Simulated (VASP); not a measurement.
Crystal: FePt.

```xyz
2
Lattice="2.7235 0.0000 0.0000 0.0000 2.7235 0.0000 0.0000 0.0000 3.7200" Properties=species:S:1:pos:R:3 pbc="T T T"
Pt    1.3618    1.3618    1.8600
Fe    0.0000    0.0000    0.0000
```

* Program: VASP 6.6.1
* Task: relaxation of cell and atoms
* Functional: RPBE
* Dispersion: D4
* Potentials or basis: VASP PAW PBE potentials, release 64 (Pt, Fe)
* Cutoff: 600 eV
* k mesh: 10 × 10 × 7
* Occupations: fermi-dirac, width 0.05 eV
* Spin: collinear spin, ferromagnetic start
* Starting moments: [0.0, 3.0] μB

At the start: pressure -3.1 GPa; volume 13.80 Å³/atom.

Where does the relaxation end?

Over 3 steps the energy falls by 2.0 meV/atom and the volume is 13.59 Å³/atom (-1.5 %); space group P4/mmm (No. 123, to 0.1 Å) before and after; moment 3.27 μB per cell.

The path:
```tsv
step	energy change (eV)	largest force (eV/Å)	pressure (GPa)	volume (Å³)
1	0.0000	0.0000	-3.09	27.59
2	0.0067	0.0000	5.55	26.54
3	-0.0040	0.0000	0.01	27.18
```

Final structure:
```
Pt Fe
1.0
     2.70964    0.00000    0.00000
     0.00000    2.70964    0.00000
     0.00000    0.00000    3.70255
Pt Fe
1 1
Direct
  0.50000 0.50000 0.50000
  0.00000 0.00000 0.00000
```

Caveat: the dispersion term is far too large for a dense solid, which distorts pressure and volume; the PAW data sets were made with another functional, which shifts forces and pressure a little.
